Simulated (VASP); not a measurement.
LiCl:

```
Li Cl
1.0
     4.18759    0.00000    0.00000
    -2.09380    3.62656    0.00000
     0.00000    0.00000    5.28704
Li Cl
2 2
Cartesian
  0.0000 2.4177 1.3218
  2.0938 1.2089 3.9653
  2.0938 1.2089 1.3218
  0.0000 2.4177 3.9653
```

```yaml
Program: VASP 6.6.1
Task: relaxation of cell and atoms
Functional: r2SCAN
Potentials_or_basis: VASP PAW PBE potentials, release 64 (Li_sv, Cl)
Cutoff: 600 eV
k_mesh: 6 × 6 × 4
Occupations: fermi-dirac, width 0.02 eV
Spin: no spin polarisation
```

At the start: pressure -0.9 GPa; volume 20.07 Å³/atom.

Question: How do energy, volume and symmetry change on relaxing?

Answer: Over 8 steps the energy falls by 2.3 meV/atom and the volume is 19.39 Å³/atom (-3.4 %); space group P6_3/mmc (No. 194, to 0.1 Å) before and after.

The path:
```tsv
step	energy change (eV)	largest force (eV/Å)	pressure (GPa)	volume (Å³)
1	0.0000	0.0000	-0.95	80.29
2	-0.0066	0.0000	-0.48	78.92
3	-0.0084	0.0000	-0.24	78.26
4	-0.0088	0.0000	0.25	76.96
5	-0.0091	0.0000	0.00	77.60
6	-0.0091	0.0000	0.02	77.55
7	-0.0091	0.0000	0.02	77.55
8	-0.0091	0.0000	0.02	77.55
```

Final structure:
```cif
data_structure
_symmetry_space_group_name_H-M 'P 1'
_symmetry_Int_Tables_number 1
_cell_length_a 4.1472
_cell_length_b 4.1472
_cell_length_c 5.2067
_cell_angle_alpha 90.000
_cell_angle_beta 90.000
_cell_angle_gamma 120.000
_cell_volume 77.55
loop_
_atom_site_label
_atom_site_type_symbol
_atom_site_fract_x
_atom_site_fract_y
_atom_site_fract_z
_atom_site_occupancy
Li1 Li 0.33333 0.66667 0.25000 1
Li2 Li 0.66667 0.33333 0.75000 1
Cl1 Cl 0.66667 0.33333 0.25000 1
Cl2 Cl 0.33333 0.66667 0.75000 1
```

Caveat: the cutoff is under 1.25 times the usual one of these potentials, so pressure, stress and relaxed cells hold a basis-set (Pulay) error; the PAW data sets were made with another functional, which shifts forces and pressure a little.
